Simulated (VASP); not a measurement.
Input of a VASP 6.6.1 run:

The input INCAR:

```
PREC = Accurate ; ENCUT = 520
EDIFF = 1E-6 ; ISMEAR = 0
SIGMA = 0.01 ; LREAL = False
LASPH = True ; NELM = 100
ALGO = Normal ; ISIF = 2
LWAVE = False ; LCHARG = False
GGA = PE ; IVDW = 12
NBANDS = 28
```

The input KPOINTS:

```
Automatic mesh
0
Gamma
  6 6 4
```

File POSCAR:

```
La2O3
1.0
    3.9224090456      0.0000000000      0.0000000000
   -1.9612045228      3.3969058775      0.0000000000
    0.0000000000      0.0000000000      6.1005837274
La O
2 3
Direct
    0.6666666667      0.3333333333      0.7542475087
    0.3333333333      0.6666666667      0.2457524913
    0.6666666667      0.3333333333      0.3538889725
    0.3333333333      0.6666666667      0.6461110275
    0.0000000000      0.0000000000      0.0000000000
```

Potentials or basis: VASP PAW PBE potentials, release 64 (La, O).

Launch:

```console
$ cat potpaw_PBE.64/La/POTCAR potpaw_PBE.64/O/POTCAR > POTCAR
$ mpirun -np 1 vasp_std > vasp.out
```

Estimate the band gap on the k mesh.

3.87 eV, indirect (least direct gap 3.98 eV).

Estimate the largest force.

0.012 eV/Å.

Forces on the atoms (eV/Å):
```
La   0.000  0.000 -0.012
La   0.000  0.000  0.012
O    0.000  0.000 -0.004
O    0.000  0.000  0.004
O    0.000  0.000  0.000
```

Caveat: spin-orbit coupling is left out, which moves the levels of the heavy elements. A k mesh can miss the band edges.
